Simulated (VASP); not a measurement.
# Lu (P2_1/m) in VASP: single point with PBEsol

Aim: the single point of Lu with PBEsol.

All numbers are computed with VASP 6.6.1; they aren't measurements. Logs are shortened: lines on timing, memory, paths and dates and some standing lists are left out, and cuts for length are marked.

## Step 1: The cell of the first run

The typed cell holds 2 atoms: a = 3.503 Å, b = 3.503 Å, c = 5.551 Å, α = 90.00°, β = 90.00°, γ = 120.00°.

## Step 2: Single point, PBEsol

Contents of INCAR:

```
PREC = Accurate
ENCUT = 520
EDIFF = 1E-6
ISMEAR = -1
SIGMA = 0.05
LREAL = F
LASPH = T
NELM = 80
ALGO = Normal
ISIF = 2
LWAVE = F
LCHARG = F
GGA = PS
NBANDS = 32
```

Contents of KPOINTS:

```
Automatic mesh
0
Gamma
  7 7 4
```

Contents of POSCAR:

```
Lu
1.0
    3.5031000000      0.0000000000      0.0000000000
   -1.7515500000      3.0337735920      0.0000000000
    0.0000000000      0.0000000000      5.5509000000
Lu
2
Direct
    0.4155598034      0.7486092588      0.2500000000
    0.9177734324      0.2513905461      0.7500000000
```

Potentials or basis: VASP PAW PBE potentials, release 64 (Lu).

Run with:

```bash
$ cat potpaw_PBE.64/Lu/POTCAR > POTCAR
$ mpirun -np 1 vasp_std > vasp.out
```

OUTCAR:

```text
PREC = Accurate
   ENCUT = 520
   EDIFF = 1E-6
   ISMEAR = -1
   LREAL = F
   LASPH = T
   NELM = 80
   ISIF = 2
   GGA = PS

 ion  position               nearest neighbor table
   1  0.416  0.749  0.250-   2 3.28   2 3.28   2 3.29   2 3.29
   2  0.918  0.251  0.750-   1 3.28   1 3.28   1 3.29   1 3.29

  LATTYP: Found a hexagonal cell.
 ALAT       =     3.5031000000
 C/A-ratio  =     1.5845679541

  Lattice vectors:

 A1 = (   3.5031000000,   0.0000000000,   0.0000000000)
 A2 = (  -1.7515500000,   3.0337735920,   0.0000000000)
 A3 = (   0.0000000000,   0.0000000000,   5.5509000000)

Analysis of symmetry for initial positions (statically):
=====================================================================
 Subroutine PRICEL returns:
 Original cell was already a primitive cell.

 Routine SETGRP: Setting up the symmetry group for a
 hexagonal supercell.

 Subroutine GETGRP returns: Found  4 space group operations
 (whereof  1 operations were pure point group operations)
 out of a pool of 24 trial point group operations.

The static configuration has the point symmetry C_1 .
 The point group associated with its full space group is C_2h.

Analysis of symmetry for dynamics (positions and initial velocities):
=====================================================================
 Subroutine PRICEL returns:
 Original cell was already a primitive cell.

 Routine SETGRP: Setting up the symmetry group for a
 hexagonal supercell.

 Subroutine GETGRP returns: Found  4 space group operations
 (whereof  1 operations were pure point group operations)
 out of a pool of 24 trial point group operations.

The dynamic configuration has the point symmetry C_1 .
 The point group associated with its full space group is C_2h.

 Subroutine INISYM returns: Found  4 space group operations
 (whereof  1 operations are pure point group operations),
 and found     1 'primitive' translations

----------------------------------------------------------------------------------------

                                     Primitive cell

  volume of cell :      58.9928

  direct lattice vectors                    reciprocal lattice vectors
     3.503100000  0.000000000  0.000000000     0.285461448  0.164811244  0.000000000
    -1.751550000  3.033773592  0.000000000     0.000000000  0.329622488  0.000000000
     0.000000000  0.000000000  5.550900000     0.000000000  0.000000000  0.180150967

  length of vectors
     3.503100000  3.503100000  5.550900000     0.329622488  0.329622488  0.180150967

  position of ions in fractional coordinates (direct lattice)
     0.415559803  0.748609259  0.250000000
     0.917773432  0.251390546  0.750000000

  ion indices of the primitive-cell ions
   primitive index   ion index
                 1           1
                 2           2

----------------------------------------------------------------------------------------

 KPOINTS: Automatic mesh

Automatic generation of k-mesh.
 Grid dimensions read from file:
 generate k-points for:    7    7    4

 Generating k-lattice:

  Cartesian coordinates                     Fractional coordinates (reciprocal lattice)
     0.040780207  0.023544463  0.000000000     0.142857143  0.000000000  0.000000000
     0.000000000  0.047088927  0.000000000     0.000000000  0.142857143  0.000000000
     0.000000000  0.000000000  0.045037742     0.000000000  0.000000000  0.250000000

  Length of vectors
     0.047088927  0.047088927  0.045037742

  Shift w.r.t. Gamma in fractional coordinates (k-lattice)
     0.000000000  0.000000000  0.000000000

 Subroutine IBZKPT returns following result:
 ===========================================

 Found     75 irreducible k-points:

 Following reciprocal coordinates:
            Coordinates               Weight
  0.000000  0.000000  0.000000      1.000000
  0.142857  0.000000  0.000000      2.000000
  0.000000  0.142857  0.000000      2.000000
 -0.142857  0.142857  0.000000      2.000000
  0.285714  0.000000  0.000000      2.000000
  0.000000  0.285714  0.000000      2.000000
[... 16 lines left out ...]
  0.285714  0.285714  0.000000      2.000000
 -0.285714 -0.428571  0.000000      2.000000
 [... further k-points ...]
   k-points           NKPTS =     75   k-points in BZ     NKDIM =     75   number of bands    NBANDS=     32
   number of dos      NEDOS =    301   number of ions     NIONS =      2
   total plane-waves  NPLWV =  32928
   dimension x,y,z NGX =    28 NGY =   28 NGZ =   42
   dimension x,y,z NGXF=    56 NGYF=   56 NGZF=   84
   ions per type =               2
   NGX,Y,Z   is equivalent  to a cutoff of  13.29, 13.29, 12.58 a.u.
   NGXF,Y,Z  is equivalent  to a cutoff of  26.58, 26.58, 25.16 a.u.
 SYSTEM =  unknown system
   PREC   = accura    normal or accurate (medium, high low for compatibility)
   ISTART =      0    job   : 0-new  1-cont  2-samecut
   ICHARG =      2    charge: 1-file 2-atom 10-const
   ISPIN  =      1    spin polarized calculation?
   LNONCOLLINEAR =      F non collinear calculations
   LSORBIT =      F    spin-orbit coupling
   LASPH  =      T    aspherical Exc in radial PAW
   ENCUT  =  520.0 eV  38.22 Ry    6.18 a.u.   6.51  6.51 10.32*2*pi/ulx,y,z
   NELM   =     80;   NELMIN=  2; NELMDL= -5     # of ELM steps
   EDIFF  = 0.1E-05   stopping-criterion for ELM
   LREAL  =      F    real-space projection
   EDIFFG = 0.1E-04   stopping-criterion for IOM
   NSW    =      0    number of steps for IOM
   IBRION =     -1    ionic relax: 0-MD 1-quasi-New 2-CG
   NFREE  =      0    steps in history (QN), initial steepest desc. (CG)
   ISIF   =      2    stress and relaxation
   ISYM   =      2    0-nonsym 1-usesym 2-fastsym
   POTIM  = 0.5000    time-step for ionic-motion
   TEBEG  =    0.0;   TEEND  =   0.0 temperature during run
   PSTRESS=    0.0 pullay stress
   NELECT =      50.0000    total number of electrons
   NUPDOWN=      -1.0000    fix difference up-down
   EMIN   =  10.00;   EMAX   =-10.00  energy-range for DOS
   EFERMI =   0.00;   METHOD = LEGACY
   ISMEAR =    -1;   SIGMA  =   0.05  broadening in eV -4-tet -1-fermi 0-gaus
   EFERMI_NEDOS =   21; number of points for ismear=-14 and -15
   IALGO  =     38    algorithm
   IMIX   =      4    mixing-type and parameters
     AMIX     =   0.40;   BMIX     =  1.00
     AMIX_MAG =   1.60;   BMIX_MAG =  1.00
  volume/ion in A,a.u.               =      29.50       199.05
  Fermi-wavevector in a.u.,A,eV,Ry     =   1.549287  2.927727 32.657919  2.400289
  Thomas-Fermi vector in A             =   2.654115
   LORBIT       =      0    0 simple, 1 ext, 2 COOP (PROOUT), +10 PAW based schemes
   GGA     = PS    functional components
   LHFCALC =     F    Hartree Fock is set to
   AEXX    =    0.0000 exact exchange contribution
   IVDW    =     0    specifies the selected vdW correction
   LEPSILON=     F    determine dielectric tensor
   LRPA    =     F    only Hartree local field effects (RPA)
 non-spin polarized calculation
  energy-cutoff  :      520.00
  volume of cell :       58.99
 maximum number of plane-waves:      1640
 NGX is ok and might be reduce to    28
   NGX = 13   NGY = 13   NGZ = 21

 number of electron      49.9999993 magnetization

 Free energy of the ion-electron system (eV)
  ---------------------------------------------------
  ext. energy  EPLUGINS =         0.00000000
  ---------------------------------------------------
  free energy    TOTEN  =        -9.54186710 eV

  energy without entropy =       -9.50755161  energy(sigma->0) =       -9.52470936

 E-fermi :   2.1266     XC(G=0): -10.7082

 val. band max:        2.1259091980   @ k =   0.2857   0.1429   0.5000
 cond. band min:       2.1273057862   @ k =  -0.1429  -0.4286   0.0000
 fundamental gap:      0.0013965882
 Fermi energy:         2.1265581595

 k-point     1 :       0.0000    0.0000    0.0000
  band No.  band energies     occupation
      1     -54.2250      2.00000
      2     -54.1847      2.00000
      3     -25.2144      2.00000
      4     -24.7765      2.00000
      5     -24.6913      2.00000
      6     -24.6430      2.00000
[... 24 lines left out ...]
     31       5.4604      0.00000
     32       5.9527      0.00000

 k-point     2 :       0.1429    0.0000    0.0000
  band No.  band energies     occupation
      1     -54.2200      2.00000
      2     -54.1837      2.00000
      3     -25.1772      2.00000
      4     -24.8220      2.00000
      5     -24.7237      2.00000
      6     -24.6690      2.00000
[... 24 lines left out ...]
     31       5.8433      0.00000
     32       6.0751      0.00000

 k-point     3 :       0.0000    0.1429    0.0000
  band No.  band energies     occupation
      1     -54.2200      2.00000
      2     -54.1837      2.00000
      3     -25.1772      2.00000
      4     -24.8220      2.00000
      5     -24.7237      2.00000
      6     -24.6690      2.00000
[... 24 lines left out ...]
     31       5.8433      0.00000
     32       6.0752      0.00000

 k-point     4 :      -0.1429    0.1429    0.0000
  band No.  band energies     occupation
      1     -54.2217      2.00000
      2     -54.1820      2.00000
      3     -25.1997      2.00000
      4     -24.7922      2.00000
      5     -24.7621      2.00000
      6     -24.6969      2.00000
[... 24 lines left out ...]
     31       5.9040      0.00000
     32       6.3045      0.00000

 k-point     5 :       0.2857    0.0000    0.0000
  band No.  band energies     occupation
      1     -54.2076      2.00000
      2     -54.1825      2.00000
      3     -25.0765      2.00000
      4     -24.9314      2.00000
      5     -24.8580      2.00000
      6     -24.7181      2.00000
[... 584 lines left out ...]
     31       7.2818      0.00000
     32       7.3270      0.00000

 k-point    22 :       0.4286    0.4286    0.0000
  band No.  band energies     occupation
      1     -54.2050      2.00000
      2     -54.1715      2.00000
      3     -25.1062      2.00000
      4     -25.0313      2.00000
      5     -24.9074      2.00000
      6     -24.8906      2.00000
[... 24 lines left out ...]
     31       7.1926      0.00000
     32       8.0029      0.00000

 k-point    23 :       0.2857    0.2857    0.0000
  band No.  band energies     occupation
      1     -54.1911      2.00000
      2     -54.1839      2.00000
      3     -24.9828      2.00000
      4     -24.9365      2.00000
      5     -24.9141      2.00000
      6     -24.8750      2.00000
[... 24 lines left out ...]
     31       6.1381      0.00000
     32       6.9927      0.00000

 k-point    24 :      -0.2857   -0.4286    0.0000
  band No.  band energies     occupation
      1     -54.1990      2.00000
      2     -54.1761      2.00000
      3     -25.0290      2.00000
      4     -24.9639      2.00000
      5     -24.9632      2.00000
      6     -24.8462      2.00000
[... 24 lines left out ...]
     31       7.1286      0.00000
     32       7.4952      0.00000

 [... further k-points ...]

------------------------ aborting loop because EDIFF is reached ----------------------------------------

  FORCE on cell =-STRESS in cart. coord.  units (eV):
  Direction    XX          YY          ZZ          XY          YZ          ZX
  --------------------------------------------------------------------------------------
  -------------------------------------------------------------------------------------
  Total       -1.6517677     -0.9579881     -0.0643161      0.5997871      0.0000000      0.0000000
  in kB      -44.8601226    -26.0178599     -1.7467506     16.2895309      0.0000000      0.0000000
  external PRESSURE =     -24.2082444 kB  Pullay stress =       0.0000000 kB

 VOLUME and BASIS-vectors are now :
 -----------------------------------------------------------------------------
  energy-cutoff  :      520.00
  volume of cell :       58.99
      direct lattice vectors                 reciprocal lattice vectors
     3.503100000  0.000000000  0.000000000     0.285461448  0.164811244  0.000000000
    -1.751550000  3.033773592  0.000000000     0.000000000  0.329622488  0.000000000
     0.000000000  0.000000000  5.550900000     0.000000000  0.000000000  0.180150967

 POSITION                                       TOTAL-FORCE (eV/Angst)
 -----------------------------------------------------------------------------------
      0.14452      2.27111      1.38773         0.005724      0.002614      0.000000
      2.77473      0.76266      4.16318        -0.005724     -0.002614      0.000000
 -----------------------------------------------------------------------------------
    total drift:                               -0.001080      0.001491     -0.000000

  FREE ENERGIE OF THE ION-ELECTRON SYSTEM (eV)
  ---------------------------------------------------
  free  energy   TOTEN  =        -9.5418671008 eV

  energy  without entropy=       -9.5075516124  energy(sigma->0) =       -9.52470936
```

It took 2.2 min on 1 thread of Intel Xeon Platinum 8259CL at 2.50GHz (Skylake/Cascade Lake), shared host; peak memory 0.26 GiB.

Results:

```
Free energy            : -9.5419 eV
Pressure               : -2.4 GPa
Largest force          : 0.006 eV/Å
Band gap on the k mesh : zero (bands 25 and 26 overlap by 1.96 eV)
```

Forces on the atoms (eV/Å):
```
Lu   0.006  0.003  0.000
Lu  -0.006 -0.003  0.000
```

Caveat: the PAW data sets were made with another functional, which shifts forces and pressure a little; spin-orbit coupling is left out, which moves the levels of the heavy elements.
